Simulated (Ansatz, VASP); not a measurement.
**Sr3Ag in VASP and in Ansatz**

File INCAR:

```
SYSTEM = Sr3Ag
ALGO     = Normal         ! electronic algorithm
EDIFF    = 1E-6           ! SCF threshold, eV
ENCUT    = 520            ! plane-wave cutoff, eV
GGA      = PE             ! functional
ISIF     = 2              ! what is computed and relaxed
ISMEAR   = -1             ! smearing method
LASPH    = .TRUE.         ! aspherical terms in the spheres
LCHARG   = .FALSE.        ! write CHGCAR
LREAL    = .FALSE.        ! projectors in reciprocal space
LWAVE    = .FALSE.        ! write WAVECAR
NBANDS   = 28             ! bands
NELM     = 80             ! most SCF steps
PREC     = Accurate       ! precision mode
SIGMA    = 0.05           ! smearing width, eV
```

KPOINTS

```
k-points
0
G
  5 5 5
  0 0 0
```

POSCAR

```
Sr3Ag
1.0
    5.5272394704      0.0000000000      0.0000000000
    0.0000000000      5.5272394704      0.0000000000
    0.0000000000      0.0000000000      5.5272394704
Ag Sr
1 3
Direct
    0.0000000000      0.0000000000      0.0000000000
    0.5000000000      0.5000000000      0.0000000000
    0.5000000000      0.0000000000      0.5000000000
    0.0000000000      0.5000000000      0.5000000000
```

File input.yaml:

```yaml
crystal:
  lattice:
    - [5.5272394704, 0.0, 0.0]
    - [0.0, 5.5272394704, 0.0]
    - [0.0, 0.0, 5.5272394704]
  atoms:
    - { symbol: Ag, position: [0.0, 0.0, 0.0] }
    - { symbol: Sr, position: [0.5, 0.5, 0.0] }
    - { symbol: Sr, position: [0.5, 0.0, 0.5] }
    - { symbol: Sr, position: [0.0, 0.5, 0.5] }
hamiltonian:
  xc: pbe
  pseudopotentials: { kind: paw }
kpoints:
  mp_grid: { grid: [5, 5, 5] }
scf:
  occupations: { method: fermi_dirac, width: 0.05 }
output:
  forces: true
  stress: true
  eigenvalues: true
  write_density: true
  write_potential: true
  elf: true
  volumetric_format: npy
```

Alike in both runs: task single point; functional PBE; k mesh 5 × 5 × 5; occupations fermi-dirac, width 0.05 eV; no spin polarisation.

```csv
,VASP,Ansatz
version,VASP 6.6.1,Ansatz 0.2.0
potentials or method,"VASP PAW PBE potentials, release 64 (Ag, Sr_sv)",Ansatz PAW
plane-wave cutoff (eV),520,420
valence electrons in the cell,41,49
```

```tsv
	VASP	Ansatz	Ansatz less VASP
gap on the k mesh at the Fermi level (eV)	none	none	-
pressure (GPa)	-0.3	-0.3	-0.03
```

A gap of «none» marks a metal or a gap that the smearing closes. With one functional, cell and mesh, what is left measures potentials, basis and numerics. VASP's potentials hold 41 valence electrons a cell and Ansatz's 49, so a difference there can come from the potentials and not from the codes.
